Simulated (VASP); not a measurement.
Runs of VASP 6.6.1 on WSe4. The structure is that of space group Pm-3m (No. 221), or close to it. The cells are those of the table. 

```tsv
task	cell	k mesh	cutoff (eV)	gap on the mesh (eV)	pressure (GPa)
relaxation of cell and atoms	relaxed from a = 5.035 Å, 5 atoms	4 × 4 × 4	600	none	0.0
single point	a = 4.911 Å, 5 atoms	4 × 4 × 4	520	none	-0.3
single point	a = 5.035 Å, 5 atoms	4 × 4 × 4	520	none	(a)
relaxation of cell and atoms	relaxed from a = 4.911 Å, 5 atoms	8 × 8 × 8	600	none	-0.1
single point	a = 4.907 Å, 5 atoms	8 × 8 × 8	520	none	0.1
```

Alike in all rows: level PBE; potentials or basis VASP PAW PBE potentials, release 64 (W_sv, Se); no spin polarisation; smearing gaussian 0.1 eV.

Problem. Estimate the missing entries.

Solution. (a) -5.7.

Caveats: spin-orbit coupling is left out, which moves the levels of the heavy elements; the relaxation stopped at its first step, so nothing moved (some runs).

A k mesh can miss the band edges, and the runs leave out spin-orbit coupling on Se, W.

A gap of «none» marks levels without a gap at the run's occupations.
